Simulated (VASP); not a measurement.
A run of VASP 6.6.1:

The input POSCAR:

```
BaZrO3
1.0
    4.2053549142      0.0000000000      0.0000000000
    0.0000000000      4.2053549142      0.0000000000
    0.0000000000      0.0000000000      4.2053549142
Ba Zr O
1 1 3
Direct
    0.0000000000      0.0000000000      0.0000000000
    0.5000000000      0.5000000000      0.5000000000
    0.5000000000      0.5000000000      0.0000000000
    0.5000000000      0.0000000000      0.5000000000
    0.0000000000      0.5000000000      0.5000000000
```

Contents of INCAR.step1:

```
SYSTEM = BaZrO3
PREC     = Accurate       ! precision mode
ENCUT    = 910            ! plane-wave cutoff, eV
ISMEAR   = 0              ! smearing method
SIGMA    = 0.01           ! smearing width, eV
LREAL    = .FALSE.        ! projectors in reciprocal space
LASPH    = .TRUE.         ! aspherical terms in the spheres
NELM     = 120            ! most SCF steps
NBANDS   = 28             ! bands
GGA      = PE             ! functional
ALGO     = Normal         ! electronic algorithm
EDIFF    = 1E-5           ! SCF threshold, eV
LWAVE    = .TRUE.         ! write WAVECAR
LCHARG   = .FALSE.        ! write CHGCAR
GGA_COMPAT= .FALSE.
```

File INCAR.step2:

```
SYSTEM = BaZrO3
PREC     = Accurate       ! precision mode
ENCUT    = 910            ! plane-wave cutoff, eV
EDIFF    = 1E-6           ! SCF threshold, eV
ISMEAR   = 0              ! smearing method
SIGMA    = 0.01           ! smearing width, eV
LREAL    = .FALSE.        ! projectors in reciprocal space
LASPH    = .TRUE.         ! aspherical terms in the spheres
NELM     = 120            ! most SCF steps
ALGO     = Normal         ! electronic algorithm
ISIF     = 2              ! what is computed and relaxed
LWAVE    = .FALSE.        ! write WAVECAR
LCHARG   = .FALSE.        ! write CHGCAR
METAGGA  = R2SCAN         ! meta-GGA
LMIXTAU  = .TRUE.       
NBANDS   = 28             ! bands
ISTART   = 1            
GGA_COMPAT= .FALSE.
```

The input KPOINTS:

```
Automatic mesh
0
G
  6 6 6
  0 0 0
```

Potentials or basis: VASP PAW PBE potentials, release 64 (Ba_sv, Zr_sv, O_h).

Run with:

```bash
$ cat potpaw_PBE.64/Ba_sv/POTCAR potpaw_PBE.64/Zr_sv/POTCAR potpaw_PBE.64/O_h/POTCAR > POTCAR
$ cp INCAR.step1 INCAR
$ mpirun -np 1 vasp_std > vasp.out
$ cp INCAR.step2 INCAR
$ mpirun -np 1 vasp_std > vasp.out
```

Hardware: 1 thread of Intel(R) Xeon(R) Platinum 8488C (Sapphire Rapids), on a shared host.

Task: How long does it take, and how much memory?

Result: Wall time 4.3 min on 1 thread of Intel(R) Xeon(R) Platinum 8488C (Sapphire Rapids) (shared host), peak memory 0.34 GiB. Counts: k points 20.
